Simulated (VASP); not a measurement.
Crystal: LaH3.

```
CELL_PARAMETERS angstrom
0.00000 2.78648 2.78648
2.78648 0.00000 2.78648
2.78648 2.78648 0.00000
ATOMIC_POSITIONS crystal
La 0.00000 0.00000 0.00000
H 0.50000 0.50000 0.50000
H 0.75000 0.75000 0.75000
H 0.25000 0.25000 0.25000
```

```yaml
Program: VASP 6.6.1
Task: relaxation of cell and atoms
Functional: PBEsol
Dispersion: D3(BJ)
Potentials_or_basis: VASP PAW PBE potentials, release 64 (La, H)
Cutoff: 500 eV
k_mesh: 7 × 7 × 7
Occupations: fermi-dirac, width 0.05 eV
Spin: no spin polarisation
```

At the start: pressure -6.0 GPa; volume 10.82 Å³/atom.

Task: How do energy, volume and symmetry change on relaxing?

Result: Over 3 steps the energy falls by 15.4 meV/atom and the volume is 10.04 Å³/atom (-7.2 %); space group Fm-3m (No. 225, to 0.1 Å) before and after.

Step by step:
| step | energy change (eV) | largest force (eV/Å) | pressure (GPa) | volume (Å³) |
| --- | --- | --- | --- | --- |
| 1 | 0.0000 | 0.0000 | -5.98 | 43.27 |
| 2 | -0.0589 | 0.0000 | -1.42 | 40.79 |
| 3 | -0.0618 | 0.0000 | -0.05 | 40.17 |

Final structure:
```
La H
1.0
     0.00000    2.71834    2.71834
     2.71834    0.00000    2.71834
     2.71834    2.71834    0.00000
La H
1 3
Cartesian
  0.0000 0.0000 0.0000
  2.7183 2.7183 2.7183
  4.0775 4.0775 4.0775
  1.3592 1.3592 1.3592
```

Caveat: the PAW data sets were made with another functional, which shifts forces and pressure a little.
